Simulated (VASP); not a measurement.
# BaF2 (Frankdicksonite) (Fm-3m) in VASP: notebook

Runs on BaF2 (Frankdicksonite). Level: PBE. Tasks: single point.

Program: VASP 6.6.1. These are calculated values, not measurements. Logs are shortened: lines on timing, memory, paths and dates and some standing lists are left out, and cuts for length are marked.

## Step 1: The cell of the first run

The structure is cubic, space group Fm-3m (No. 225). Conventional cell: a = 6.089 Å, b = 6.089 Å, c = 6.089 Å, α = 90.00°, β = 90.00°, γ = 90.00°. Ba (site symmetry m-3m) has 8 F at 2.64 Å within 3.5 Å. Within 3.5 Å of F (site symmetry -43m) lie 4 Ba at 2.64 Å and 6 F at 3.04 Å.

## Step 2: Single point, PBE (volume changed by -5%)

The input, INCAR:

```
SYSTEM = BaF2
PREC     = Accurate       ! precision mode
ENCUT    = 600            ! plane-wave cutoff, eV
EDIFF    = 1E-6           ! SCF threshold, eV
ISMEAR   = 0              ! smearing method
SIGMA    = 0.01           ! smearing width, eV
LREAL    = .False.        ! projectors in reciprocal space
LASPH    = .True.         ! aspherical terms in the spheres
NELM     = 120            ! most SCF steps
ALGO     = Normal         ! electronic algorithm
ISIF     = 2              ! what is computed and relaxed
LWAVE    = .False.        ! write WAVECAR
LCHARG   = .True.         ! write CHGCAR
GGA      = PE             ! functional
LELF     = .True.         ! ELF
LVHAR    = .True.       
NBANDS   = 19             ! bands
GGA_COMPAT= .False.
```

The input, KPOINTS:

```
regular mesh
0
Gamma
  4 4 4
  0 0 0
```

The input, POSCAR:

```
BaF2
1.0
    0.0000000000      3.0446568408      3.0446568408
    3.0446568408      0.0000000000      3.0446568408
    3.0446568408      3.0446568408      0.0000000000
Ba F
1 2
Direct
    0.0000000000      0.0000000000      0.0000000000
    0.2500000000      0.2500000000      0.2500000000
    0.7500000000      0.7500000000      0.7500000000
```

Potentials or basis: VASP PAW PBE potentials, release 64 (Ba_sv, F).

The run is started by

```console
$ cat potpaw_PBE.64/Ba_sv/POTCAR potpaw_PBE.64/F/POTCAR > POTCAR
$ mpirun -np 1 vasp_std > vasp.out
```

OUTCAR:

```text
SYSTEM = BaF2
   PREC = Accurate
   ENCUT = 600
   EDIFF = 1E-6
   ISMEAR = 0
   LREAL = .False.
   LASPH = .True.
   NELM = 120
   ISIF = 2
   GGA = PE

 ion  position               nearest neighbor table
   1  0.000  0.000  0.000-   3 2.64   3 2.64   3 2.64   2 2.64   3 2.64   2 2.64   2 2.64   2 2.64

   2  0.250  0.250  0.250-   1 2.64   1 2.64   1 2.64   1 2.64
   3  0.750  0.750  0.750-   1 2.64   1 2.64   1 2.64   1 2.64

  LATTYP: Found a face centered cubic cell.
 ALAT       =     6.0893136816

  Lattice vectors:

 A1 = (   0.0000000000,   3.0446568408,   3.0446568408)
 A2 = (   3.0446568408,   0.0000000000,   3.0446568408)
 A3 = (   3.0446568408,   3.0446568408,   0.0000000000)

Analysis of symmetry for initial positions (statically):
=====================================================================
 Subroutine PRICEL returns:
 Original cell was already a primitive cell.

 Routine SETGRP: Setting up the symmetry group for a
 face centered cubic supercell.

 Subroutine GETGRP returns: Found 48 space group operations
 (whereof 48 operations were pure point group operations)
 out of a pool of 48 trial point group operations.

The static configuration has the point symmetry O_h .

Analysis of symmetry for dynamics (positions and initial velocities):
=====================================================================
 Subroutine PRICEL returns:
 Original cell was already a primitive cell.

 Routine SETGRP: Setting up the symmetry group for a
 face centered cubic supercell.

 Subroutine GETGRP returns: Found 48 space group operations
 (whereof 48 operations were pure point group operations)
 out of a pool of 48 trial point group operations.

The dynamic configuration has the point symmetry O_h .

 Subroutine INISYM returns: Found 48 space group operations
 (whereof 48 operations are pure point group operations),
 and found     1 'primitive' translations

----------------------------------------------------------------------------------------

                                     Primitive cell

  volume of cell :      56.4475

  direct lattice vectors                    reciprocal lattice vectors
     0.000000000  3.044656841  3.044656841    -0.164222120  0.164222120  0.164222120
     3.044656841  0.000000000  3.044656841     0.164222120 -0.164222120  0.164222120
     3.044656841  3.044656841  0.000000000     0.164222120  0.164222120 -0.164222120

  length of vectors
     4.305794997  4.305794997  4.305794997     0.284441055  0.284441055  0.284441055

  position of ions in fractional coordinates (direct lattice)
     0.000000000  0.000000000  0.000000000
     0.250000000  0.250000000  0.250000000
     0.750000000  0.750000000  0.750000000

  ion indices of the primitive-cell ions
   primitive index   ion index
                 1           1
                 2           2
                 3           3

----------------------------------------------------------------------------------------

 KPOINTS: regular mesh

Automatic generation of k-mesh.
 Grid dimensions read from file:
 generate k-points for:    4    4    4

 Generating k-lattice:

  Cartesian coordinates                     Fractional coordinates (reciprocal lattice)
    -0.041055530  0.041055530  0.041055530     0.250000000  0.000000000  0.000000000
     0.041055530 -0.041055530  0.041055530     0.000000000  0.250000000  0.000000000
     0.041055530  0.041055530 -0.041055530     0.000000000  0.000000000  0.250000000

  Length of vectors
     0.071110264  0.071110264  0.071110264

  Shift w.r.t. Gamma in fractional coordinates (k-lattice)
     0.000000000  0.000000000  0.000000000

 Subroutine IBZKPT returns following result:
 ===========================================

 Found      8 irreducible k-points:

 Following reciprocal coordinates:
            Coordinates               Weight
  0.000000  0.000000  0.000000      1.000000
  0.250000  0.000000  0.000000      8.000000
  0.500000  0.000000  0.000000      4.000000
  0.250000  0.250000  0.000000      6.000000
  0.500000  0.250000  0.000000     24.000000
 -0.250000  0.250000  0.000000     12.000000
  0.500000  0.500000  0.000000      3.000000
 -0.250000  0.500000  0.250000      6.000000
   k-points           NKPTS =      8   k-points in BZ     NKDIM =      8   number of bands    NBANDS=     19
   number of dos      NEDOS =    301   number of ions     NIONS =      3
   total plane-waves  NPLWV =  46656
   dimension x,y,z NGX =    36 NGY =   36 NGZ =   36
   dimension x,y,z NGXF=    72 NGYF=   72 NGZF=   72
   ions per type =               1   2
   NGX,Y,Z   is equivalent  to a cutoff of  13.90, 13.90, 13.90 a.u.
   NGXF,Y,Z  is equivalent  to a cutoff of  27.80, 27.80, 27.80 a.u.
 SYSTEM =  BaF2
   PREC   = accura    normal or accurate (medium, high low for compatibility)
   ISTART =      0    job   : 0-new  1-cont  2-samecut
   ICHARG =      2    charge: 1-file 2-atom 10-const
   ISPIN  =      1    spin polarized calculation?
   LNONCOLLINEAR =      F non collinear calculations
   LSORBIT =      F    spin-orbit coupling
   LASPH  =      T    aspherical Exc in radial PAW
   ENCUT  =  600.0 eV  44.10 Ry    6.64 a.u.   8.60  8.60  8.60*2*pi/ulx,y,z
   NELM   =    120;   NELMIN=  2; NELMDL= -5     # of ELM steps
   EDIFF  = 0.1E-05   stopping-criterion for ELM
   LREAL  =      F    real-space projection
   EDIFFG = 0.1E-04   stopping-criterion for IOM
   NSW    =      0    number of steps for IOM
   IBRION =     -1    ionic relax: 0-MD 1-quasi-New 2-CG
   NFREE  =      0    steps in history (QN), initial steepest desc. (CG)
   ISIF   =      2    stress and relaxation
   ISYM   =      2    0-nonsym 1-usesym 2-fastsym
   POTIM  = 0.5000    time-step for ionic-motion
   TEBEG  =    0.0;   TEEND  =   0.0 temperature during run
   PSTRESS=    0.0 pullay stress
   NELECT =      24.0000    total number of electrons
   NUPDOWN=      -1.0000    fix difference up-down
   EMIN   =  10.00;   EMAX   =-10.00  energy-range for DOS
   EFERMI =   0.00;   METHOD = LEGACY
   ISMEAR =     0;   SIGMA  =   0.01  broadening in eV -4-tet -1-fermi 0-gaus
   EFERMI_NEDOS =   21; number of points for ismear=-14 and -15
   IALGO  =     38    algorithm
   IMIX   =      4    mixing-type and parameters
     AMIX     =   0.40;   BMIX     =  1.00
     AMIX_MAG =   1.60;   BMIX_MAG =  1.00
  volume/ion in A,a.u.               =      18.82       126.98
  Fermi-wavevector in a.u.,A,eV,Ry     =   1.231016  2.326282 20.618261  1.515399
  Thomas-Fermi vector in A             =   2.365842
   LORBIT       =      0    0 simple, 1 ext, 2 COOP (PROOUT), +10 PAW based schemes
   GGA     = PE    functional components
   LHFCALC =     F    Hartree Fock is set to
   AEXX    =    0.0000 exact exchange contribution
   IVDW    =     0    specifies the selected vdW correction
   LEPSILON=     F    determine dielectric tensor
   LRPA    =     F    only Hartree local field effects (RPA)
 non-spin polarized calculation
 Gauss-broadening in eV      SIGMA  =   0.01
  energy-cutoff  :      600.00
  volume of cell :       56.45
 maximum number of plane-waves:      1893
 NGX is ok and might be reduce to    36
   NGX = 17   NGY = 17   NGZ = 17

 number of electron      23.9999989 magnetization

 Free energy of the ion-electron system (eV)
  ---------------------------------------------------
  ext. energy  EPLUGINS =         0.00000000
  ---------------------------------------------------
  free energy    TOTEN  =       -17.02516583 eV

  energy without entropy =      -17.02516583  energy(sigma->0) =      -17.02516583

 E-fermi :  -1.7706     XC(G=0):  -8.9516

 val. band max:       -1.8345343734   @ k =  -0.2500   0.2500   0.0000
 cond. band min:       5.1611239502   @ k =   0.0000   0.0000   0.0000
 fundamental gap:      6.9956583236
 Fermi energy:        -1.7706274774

 k-point     1 :       0.0000    0.0000    0.0000
  band No.  band energies     occupation
      1     -24.8255      2.00000
      2     -20.8654      2.00000
      3     -20.7271      2.00000
      4      -9.5686      2.00000
      5      -9.5686      2.00000
      6      -9.5686      2.00000
[... 11 lines left out ...]
     18       9.9835      0.00000
     19      13.9675      0.00000

 k-point     2 :       0.2500    0.0000    0.0000
  band No.  band energies     occupation
      1     -24.6861      2.00000
      2     -20.9570      2.00000
      3     -20.8726      2.00000
      4      -9.6778      2.00000
      5      -9.6708      2.00000
      6      -9.6708      2.00000
[... 11 lines left out ...]
     18      10.0365      0.00000
     19      12.2944      0.00000

 k-point     3 :       0.5000    0.0000    0.0000
  band No.  band energies     occupation
      1     -24.5307      2.00000
      2     -21.1515      2.00000
      3     -20.9319      2.00000
      4      -9.7663      2.00000
      5      -9.7663      2.00000
      6      -9.7615      2.00000
[... 11 lines left out ...]
     18      10.1506      0.00000
     19      12.6647      0.00000

 k-point     4 :       0.2500    0.2500    0.0000
  band No.  band energies     occupation
      1     -24.6379      2.00000
      2     -20.9697      2.00000
      3     -20.9387      2.00000
      4      -9.8240      2.00000
      5      -9.8240      2.00000
      6      -9.4690      2.00000
[... 11 lines left out ...]
     18      10.2063      0.00000
     19      14.0201      0.00000

 k-point     5 :       0.5000    0.2500    0.0000
  band No.  band energies     occupation
      1     -24.4789      2.00000
      2     -21.1402      2.00000
      3     -21.0253      2.00000
      4      -9.9182      2.00000
      5      -9.9154      2.00000
      6      -9.5602      2.00000
[... 11 lines left out ...]
     18      11.1902      0.00000
     19      12.6405      0.00000

 k-point     6 :      -0.2500    0.2500    0.0000
  band No.  band energies     occupation
      1     -24.5332      2.00000
      2     -21.0459      2.00000
      3     -21.0344      2.00000
      4      -9.7867      2.00000
      5      -9.7701      2.00000
      6      -9.7524      2.00000
[... 11 lines left out ...]
     18      10.9296      0.00000
     19      12.8791      0.00000

 k-point     7 :       0.5000    0.5000    0.0000
  band No.  band energies     occupation
      1     -24.4231      2.00000
      2     -21.2387      2.00000
      3     -21.0104      2.00000
      4     -10.0539      2.00000
      5     -10.0539      2.00000
      6      -9.3548      2.00000
[... 11 lines left out ...]
     18      11.6055      0.00000
     19      13.6220      0.00000

 k-point     8 :      -0.2500    0.5000    0.2500
  band No.  band energies     occupation
      1     -24.4229      2.00000
      2     -21.1269      2.00000
      3     -21.1269      2.00000
      4     -10.0768      2.00000
      5      -9.7051      2.00000
      6      -9.7051      2.00000
[... 11 lines left out ...]
     18      13.5139      0.00000
     19      13.6520      0.00000

------------------------ aborting loop because EDIFF is reached ----------------------------------------

  FORCE on cell =-STRESS in cart. coord.  units (eV):
  Direction    XX          YY          ZZ          XY          YZ          ZX
  --------------------------------------------------------------------------------------
  -------------------------------------------------------------------------------------
  Total        2.2037143      2.2037143      2.2037143      0.0000000      0.0000000      0.0000000
  in kB       62.5490641     62.5490641     62.5490641      0.0000000      0.0000000      0.0000000
  external PRESSURE =      62.5490641 kB  Pullay stress =       0.0000000 kB

 VOLUME and BASIS-vectors are now :
 -----------------------------------------------------------------------------
  energy-cutoff  :      600.00
  volume of cell :       56.45
      direct lattice vectors                 reciprocal lattice vectors
     0.000000000  3.044656841  3.044656841    -0.164222120  0.164222120  0.164222120
     3.044656841  0.000000000  3.044656841     0.164222120 -0.164222120  0.164222120
     3.044656841  3.044656841  0.000000000     0.164222120  0.164222120 -0.164222120

 POSITION                                       TOTAL-FORCE (eV/Angst)
 -----------------------------------------------------------------------------------
      0.00000      0.00000      0.00000        -0.000000     -0.000000      0.000000
      1.52233      1.52233      1.52233         0.000000      0.000000      0.000000
      4.56699      4.56699      4.56699        -0.000000     -0.000000     -0.000000
 -----------------------------------------------------------------------------------
    total drift:                                0.000000      0.000000      0.000000

  FREE ENERGIE OF THE ION-ELECTRON SYSTEM (eV)
  ---------------------------------------------------
  free  energy   TOTEN  =       -17.0251658256 eV

  energy  without entropy=      -17.0251658256  energy(sigma->0) =      -17.02516583
```

Run time: 16 s. Hardware: 1 thread of Intel Xeon Platinum 8488C (Sapphire Rapids), shared host; peak memory 0.2 GiB.

What came out:

- Free energy: -17.0252 eV
- Pressure: 6.3 GPa
- Band gap on the k mesh: 7.00 eV, indirect (least direct gap 7.11 eV)

Caveat: the k points lie up to 0.45 Å⁻¹ apart; the cell differs from its parent crystal (volume changed by -5%); spin-orbit coupling is left out, which moves the levels of the heavy elements.

## Step 3: Single point, PBE

This run uses another cell than the first one, of 19.81 Å³/atom, 1.053 times its volume.

The input, INCAR:

```
ALGO = Normal
EDIFF = 1E-6
ENCUT = 600
GGA = PE
GGA_COMPAT = F
ISIF = 2
ISMEAR = 0
LASPH = T
LCHARG = T
LELF = T
LREAL = F
LVHAR = T
LWAVE = F
NBANDS = 19
NELM = 120
PREC = Accurate
SIGMA = 0.01
```

The input, KPOINTS:

```
k-points
0
Gamma
  4 4 4
```

The input, POSCAR:

```
BaF2
1.0
    0.0000000000      3.0971612422      3.0971612422
    3.0971612422      0.0000000000      3.0971612422
    3.0971612422      3.0971612422      0.0000000000
Ba F
1 2
Direct
    0.0000000000      0.0000000000      0.0000000000
    0.2500000000      0.2500000000      0.2500000000
    0.7500000000      0.7500000000      0.7500000000
```

Potentials or basis: VASP PAW PBE potentials, release 64 (Ba_sv, F).

The run is started by

```console
$ cat potpaw_PBE.64/Ba_sv/POTCAR potpaw_PBE.64/F/POTCAR > POTCAR
$ mpirun -np 1 vasp_std > vasp.out
```

It took 16 s on 1 thread of Intel Xeon Platinum 8488C (Sapphire Rapids), shared host; peak memory 0.2 GiB.

The run converged. Its results:

```
Free energy            : -17.1099 eV
Pressure               : 2.5 GPa
Band gap on the k mesh : 6.78 eV, indirect (least direct gap 6.86 eV)
```

Levels at points of the mesh, in eV from the valence-band top:
```tsv
k point	band 10	band 11	band 12	band 13	band 14	band 15
(0.00, 0.00, 0.00)	-0.08	-0.08	-0.08	6.78	9.19	9.19
(0.50, 0.00, 0.00)	-0.35	-0.17	-0.17	9.12	9.19	9.19
(0.50, 0.50, 0.00)	-0.33	-0.33	-0.13	7.25	9.01	10.68
```

Caveat: the k points lie up to 0.44 Å⁻¹ apart; spin-orbit coupling is left out, which moves the levels of the heavy elements.
